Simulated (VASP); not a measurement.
Wanted: the native input for a VASP 6.6.1 run.

```yaml
Task: single point
Functional: LDA
Potentials_or_basis: VASP PAW LDA potentials, release 64 (B, P)
Cutoff: 520 eV
k_mesh: 8 × 8 × 8
Occupations: gaussian, width 0.01 eV
Spin: no spin polarisation
Dipole_correction: no
Further_INCAR_settings: ALGO = Normal; EDIFF = 1e-07; NBANDS = 11
```

The structure of BP lies in POSCAR:

```
BP
1.0
    2.2902899848      2.2902899848      0.0000000000
   -2.2902899848      2.2902899848      0.0000000000
    0.0000000000      2.2902899848      2.2184377500
B P
1 1
Direct
    0.0000000000      0.0000000000      0.0000000000
    0.7500000000      0.2500000000      0.5000000000
```

This cell differs from its parent crystal: in-plane strain +0.02.

One way to write it, as run:

INCAR

```
SYSTEM = BP
PREC = Accurate ; ENCUT = 520
EDIFF = 1E-7 ; ISMEAR = 0
SIGMA = 0.01 ; LREAL = .FALSE.
LASPH = .TRUE. ; NELM = 100
ALGO = Normal ; ISIF = 2
LWAVE = .FALSE. ; LCHARG = .TRUE.
LELF = .TRUE. ; LVHAR = .TRUE.
NBANDS = 11
```

KPOINTS

```
regular mesh
0
G
  8 8 8
  0 0 0
```

Potentials or basis: VASP PAW LDA potentials, release 64 (B, P).

Launch:

```console
$ cat potpaw_LDA.64/B/POTCAR potpaw_LDA.64/P/POTCAR > POTCAR
$ mpirun -np 1 vasp_std > vasp.out
```

It gave:

```json
{
  "Pressure": "-4.7 GPa",
  "Band gap on the k mesh": "0.74 eV, indirect (least direct gap 3.07 eV)"
}
```

Caveat: the cell differs from its parent crystal (in-plane strain +0.02).

It took 8 s on 1 thread of Intel Xeon 6975P-C, on a shared host, peak memory 0.13 GiB.
